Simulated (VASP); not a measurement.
# CdSe (F-43m) in VASP: further runs

CdSe is run at these levels: r2SCAN, HSE06; tasks: single point.

All numbers are computed with VASP 6.6.1; they aren't measurements. Logs are shortened: lines on timing, memory, paths and dates and some standing lists are left out, and cuts for length are marked.

### Step 1. The cell of the first run

The structure is cubic, space group F-43m (No. 216). Conventional cell: a = 6.136 Å, b = 6.136 Å, c = 6.136 Å, α = 90.00°, β = 90.00°, γ = 90.00°. Cd (site symmetry -43m) has 4 Se at 2.66 Å within 3.5 Å. Se (site symmetry -43m) has 4 Cd at 2.66 Å within 3.5 Å.

### Step 2. Single point, r2SCAN

POSCAR reads:

```
CdSe
1.0
    0.0000000000      3.0677809647      3.0677809647
    3.0677809647      0.0000000000      3.0677809647
    3.0677809647      3.0677809647      0.0000000000
Cd Se
1 1
Direct
    0.0000000000      0.0000000000      0.0000000000
    0.2500000000      0.2500000000      0.2500000000
```

INCAR.step1 reads:

```
SYSTEM = CdSe
ALGO = Normal
EDIFF = 1E-4
ENCUT = 520
GGA = PE
ISMEAR = 0
LASPH = .True.
LCHARG = .False.
LREAL = .False.
LWAVE = .True.
NBANDS = 16
NELM = 100
PREC = Accurate
SIGMA = 0.05
```

INCAR.step2 reads:

```
SYSTEM = CdSe
ALGO = Normal
EDIFF = 1E-7
ENCUT = 520
ISIF = 2
ISMEAR = 0
ISTART = 1
LASPH = .True.
LCHARG = .False.
LMIXTAU = .True.
LREAL = .False.
LWAVE = .False.
METAGGA = R2SCAN
NBANDS = 16
NELM = 100
PREC = Accurate
SIGMA = 0.05
```

KPOINTS reads:

```
k-points
0
Gamma
  6 6 6
  0 0 0
```

Potentials or basis: VASP PAW PBE potentials, release 64 (Cd, Se).

Run with:

```sh
$ cat potpaw_PBE.64/Cd/POTCAR potpaw_PBE.64/Se/POTCAR > POTCAR
$ cp INCAR.step1 INCAR
$ mpirun -np 1 vasp_std > vasp.out
$ cp INCAR.step2 INCAR
$ mpirun -np 1 vasp_std > vasp.out
```

OUTCAR:

```text
SYSTEM = CdSe
   EDIFF = 1E-7
   ENCUT = 520
   ISIF = 2
   ISMEAR = 0
   ISTART = 1
   LASPH = .True.
   LREAL = .False.
   METAGGA = R2SCAN
   NELM = 100
   PREC = Accurate

 ion  position               nearest neighbor table
   1  0.000  0.000  0.000-   2 2.66   2 2.66   2 2.66   2 2.66
   2  0.250  0.250  0.250-   1 2.66   1 2.66   1 2.66   1 2.66

  LATTYP: Found a face centered cubic cell.
 ALAT       =     6.1355619294

  Lattice vectors:

 A1 = (   0.0000000000,   3.0677809647,   3.0677809647)
 A2 = (   3.0677809647,   0.0000000000,   3.0677809647)
 A3 = (   3.0677809647,   3.0677809647,   0.0000000000)

Analysis of symmetry for initial positions (statically):
=====================================================================
 Subroutine PRICEL returns:
 Original cell was already a primitive cell.

 Routine SETGRP: Setting up the symmetry group for a
 face centered cubic supercell.

 Subroutine GETGRP returns: Found 24 space group operations
 (whereof 24 operations were pure point group operations)
 out of a pool of 48 trial point group operations.

The static configuration has the point symmetry T_d .

Analysis of symmetry for dynamics (positions and initial velocities):
=====================================================================
 Subroutine PRICEL returns:
 Original cell was already a primitive cell.

 Routine SETGRP: Setting up the symmetry group for a
 face centered cubic supercell.

 Subroutine GETGRP returns: Found 24 space group operations
 (whereof 24 operations were pure point group operations)
 out of a pool of 48 trial point group operations.

The dynamic configuration has the point symmetry T_d .

 Subroutine INISYM returns: Found 24 space group operations
 (whereof 24 operations are pure point group operations),
 and found     1 'primitive' translations

----------------------------------------------------------------------------------------

                                     Primitive cell

  volume of cell :      57.7435

  direct lattice vectors                    reciprocal lattice vectors
     0.000000000  3.067780965  3.067780965    -0.162984257  0.162984257  0.162984257
     3.067780965  0.000000000  3.067780965     0.162984257 -0.162984257  0.162984257
     3.067780965  3.067780965  0.000000000     0.162984257  0.162984257 -0.162984257

  length of vectors
     4.338497447  4.338497447  4.338497447     0.282297013  0.282297013  0.282297013

  position of ions in fractional coordinates (direct lattice)
     0.000000000  0.000000000  0.000000000
     0.250000000  0.250000000  0.250000000

  ion indices of the primitive-cell ions
   primitive index   ion index
                 1           1
                 2           2

----------------------------------------------------------------------------------------

 KPOINTS: k-points

Automatic generation of k-mesh.
 Grid dimensions read from file:
 generate k-points for:    6    6    6

 Generating k-lattice:

  Cartesian coordinates                     Fractional coordinates (reciprocal lattice)
    -0.027164043  0.027164043  0.027164043     0.166666667  0.000000000  0.000000000
     0.027164043 -0.027164043  0.027164043     0.000000000  0.166666667  0.000000000
     0.027164043  0.027164043 -0.027164043     0.000000000  0.000000000  0.166666667

  Length of vectors
     0.047049502  0.047049502  0.047049502

  Shift w.r.t. Gamma in fractional coordinates (k-lattice)
     0.000000000  0.000000000  0.000000000

 Subroutine IBZKPT returns following result:
 ===========================================

 Found     16 irreducible k-points:

 Following reciprocal coordinates:
            Coordinates               Weight
  0.000000  0.000000  0.000000      1.000000
  0.166667  0.000000  0.000000      8.000000
  0.333333  0.000000  0.000000      8.000000
  0.500000  0.000000  0.000000      4.000000
  0.166667  0.166667  0.000000      6.000000
  0.333333  0.166667  0.000000     24.000000
[... 8 lines left out ...]
 -0.333333  0.333333  0.166667     24.000000
 -0.333333  0.500000  0.166667     12.000000
   k-points           NKPTS =     16   k-points in BZ     NKDIM =     16   number of bands    NBANDS=     16
   number of dos      NEDOS =    301   number of ions     NIONS =      2
   total plane-waves  NPLWV =  32768
   dimension x,y,z NGX =    32 NGY =   32 NGZ =   32
   dimension x,y,z NGXF=    64 NGYF=   64 NGZF=   64
   ions per type =               1   1
   NGX,Y,Z   is equivalent  to a cutoff of  12.26, 12.26, 12.26 a.u.
   NGXF,Y,Z  is equivalent  to a cutoff of  24.52, 24.52, 24.52 a.u.
 SYSTEM =  CdSe
   PREC   = accura    normal or accurate (medium, high low for compatibility)
   ISTART =      1    job   : 0-new  1-cont  2-samecut
   ICHARG =      0    charge: 1-file 2-atom 10-const
   ISPIN  =      1    spin polarized calculation?
   LNONCOLLINEAR =      F non collinear calculations
   LSORBIT =      F    spin-orbit coupling
   LASPH  =      T    aspherical Exc in radial PAW
   ENCUT  =  520.0 eV  38.22 Ry    6.18 a.u.   8.07  8.07  8.07*2*pi/ulx,y,z
   NELM   =    100;   NELMIN=  2; NELMDL=  0     # of ELM steps
   EDIFF  = 0.1E-06   stopping-criterion for ELM
   LREAL  =      F    real-space projection
   EDIFFG = 0.1E-05   stopping-criterion for IOM
   NSW    =      0    number of steps for IOM
   IBRION =     -1    ionic relax: 0-MD 1-quasi-New 2-CG
   NFREE  =      0    steps in history (QN), initial steepest desc. (CG)
   ISIF   =      2    stress and relaxation
   ISYM   =      2    0-nonsym 1-usesym 2-fastsym
   POTIM  = 0.5000    time-step for ionic-motion
   TEBEG  =    0.0;   TEEND  =   0.0 temperature during run
   PSTRESS=    0.0 pullay stress
   NELECT =      18.0000    total number of electrons
   NUPDOWN=      -1.0000    fix difference up-down
   EMIN   =  10.00;   EMAX   =-10.00  energy-range for DOS
   EFERMI =   0.00;   METHOD = LEGACY
   ISMEAR =     0;   SIGMA  =   0.05  broadening in eV -4-tet -1-fermi 0-gaus
   EFERMI_NEDOS =   21; number of points for ismear=-14 and -15
   IALGO  =     38    algorithm
   IMIX   =      4    mixing-type and parameters
     AMIX     =   0.40;   BMIX     =  1.00
     AMIX_MAG =   1.60;   BMIX_MAG =  1.00
  volume/ion in A,a.u.               =      28.87       194.84
  Fermi-wavevector in a.u.,A,eV,Ry     =   1.110021  2.097636 16.764382  1.232147
  Thomas-Fermi vector in A             =   2.246568
   LORBIT       =      0    0 simple, 1 ext, 2 COOP (PROOUT), +10 PAW based schemes
   METAGGA = R2SCAN    functional components
   LHFCALC =     F    Hartree Fock is set to
   AEXX    =    0.0000 exact exchange contribution
   IVDW    =     0    specifies the selected vdW correction
   LEPSILON=     F    determine dielectric tensor
   LRPA    =     F    only Hartree local field effects (RPA)
 non-spin polarized calculation
 Gauss-broadening in eV      SIGMA  =   0.05
  energy-cutoff  :      520.00
  volume of cell :       57.74
 maximum number of plane-waves:      1588
   NGX = 17   NGY = 17   NGZ = 17

 number of electron      18.0000008 magnetization

 Free energy of the ion-electron system (eV)
  ---------------------------------------------------
  ext. energy  EPLUGINS =         0.00000000
  ---------------------------------------------------
  free energy    TOTEN  =       -35.91298950 eV

  energy without entropy =      -35.91298950  energy(sigma->0) =      -35.91298950

 E-fermi :   0.7248     XC(G=0):  -9.3023

 val. band max:        0.4405781169   @ k =   0.0000   0.0000   0.0000
 cond. band min:       1.4665820131   @ k =   0.0000   0.0000   0.0000
 fundamental gap:      1.0260038962
 Fermi energy:         0.7248285263

 k-point     1 :       0.0000    0.0000    0.0000
  band No.  band energies     occupation
      1     -12.4302      2.00000
      2      -7.6445      2.00000
      3      -7.6445      2.00000
      4      -7.6445      2.00000
      5      -7.2721      2.00000
      6      -7.2721      2.00000
[... 8 lines left out ...]
     15      12.0307      0.00000
     16      12.0307      0.00000

 k-point     2 :       0.1667    0.0000    0.0000
  band No.  band energies     occupation
      1     -12.3420      2.00000
      2      -7.6163      2.00000
      3      -7.6163      2.00000
      4      -7.5527      2.00000
      5      -7.2726      2.00000
      6      -7.2726      2.00000
[... 8 lines left out ...]
     15      11.0386      0.00000
     16      11.3982      0.00000

 k-point     3 :       0.3333    0.0000    0.0000
  band No.  band energies     occupation
      1     -12.1630      2.00000
      2      -7.5686      2.00000
      3      -7.5686      2.00000
      4      -7.2625      2.00000
      5      -7.2625      2.00000
      6      -7.2521      2.00000
[... 8 lines left out ...]
     15      11.5095      0.00000
     16      11.5095      0.00000

 k-point     4 :       0.5000    0.0000    0.0000
  band No.  band energies     occupation
      1     -12.0728      2.00000
      2      -7.5507      2.00000
      3      -7.5507      2.00000
      4      -7.2499      2.00000
      5      -7.2499      2.00000
      6      -6.9870      2.00000
[... 8 lines left out ...]
     15      13.1607      0.00000
     16      13.1607      0.00000
[... 172 lines left out ...]
 k-point    14 :       0.5000    0.3333    0.1667
  band No.  band energies     occupation
      1     -12.0473      2.00000
      2      -7.4997      2.00000
      3      -7.4906      2.00000
      4      -7.3352      2.00000
      5      -7.2464      2.00000
      6      -7.0379      2.00000
[... 8 lines left out ...]
     15      13.1531      0.00000
     16      14.1161      0.00000

 k-point    15 :      -0.3333    0.3333    0.1667
  band No.  band energies     occupation
      1     -11.9892      2.00000
      2      -7.4900      2.00000
      3      -7.4662      2.00000
      4      -7.3017      2.00000
      5      -7.2609      2.00000
      6      -6.8581      2.00000
[... 8 lines left out ...]
     15      12.8812      0.00000
     16      14.0251      0.00000

 k-point    16 :      -0.3333    0.5000    0.1667
  band No.  band energies     occupation
      1     -11.9608      2.00000
      2      -7.4542      2.00000
      3      -7.4400      2.00000
      4      -7.3341      2.00000
      5      -7.2452      2.00000
      6      -6.8324      2.00000
[... 8 lines left out ...]
     15      13.8292      0.00000
     16      13.9895      0.00000

------------------------ aborting loop because EDIFF is reached ----------------------------------------

  FORCE on cell =-STRESS in cart. coord.  units (eV):
  Direction    XX          YY          ZZ          XY          YZ          ZX
  --------------------------------------------------------------------------------------
  -------------------------------------------------------------------------------------
  Total        0.0718341      0.0718341      0.0718341      0.0000000      0.0000000     -0.0000000
  in kB        1.9931427      1.9931427      1.9931427      0.0000000      0.0000000     -0.0000000
  external PRESSURE =       1.9931427 kB  Pullay stress =       0.0000000 kB

 VOLUME and BASIS-vectors are now :
 -----------------------------------------------------------------------------
  energy-cutoff  :      520.00
  volume of cell :       57.74
      direct lattice vectors                 reciprocal lattice vectors
     0.000000000  3.067780965  3.067780965    -0.162984257  0.162984257  0.162984257
     3.067780965  0.000000000  3.067780965     0.162984257 -0.162984257  0.162984257
     3.067780965  3.067780965  0.000000000     0.162984257  0.162984257 -0.162984257

 POSITION                                       TOTAL-FORCE (eV/Angst)
 -----------------------------------------------------------------------------------
      0.00000      0.00000      0.00000        -0.000000     -0.000000     -0.000000
      1.53389      1.53389      1.53389         0.000000      0.000000      0.000000
 -----------------------------------------------------------------------------------
    total drift:                               -0.000004     -0.000004     -0.000004

  FREE ENERGIE OF THE ION-ELECTRON SYSTEM (eV)
  ---------------------------------------------------
  free  energy   TOTEN  =       -35.9129895028 eV

  energy  without entropy=      -35.9129895028  energy(sigma->0) =      -35.91298950
```

It took 67 s on 1 thread of Intel Xeon Platinum 8124M at 3.00GHz (Skylake/Cascade Lake), shared host; peak memory 0.19 GiB.

What came out:

| Item | Value |
| --- | --- |
| Free energy | -35.9130 eV |
| Pressure | 0.2 GPa |
| Band gap on the k mesh | 1.03 eV, direct |

Caveat: the PAW data sets were made with another functional, which shifts forces and pressure a little. r2SCAN opens gaps a little over a GGA but as a rule still falls short of measured ones.

[end of part 1 of 3]
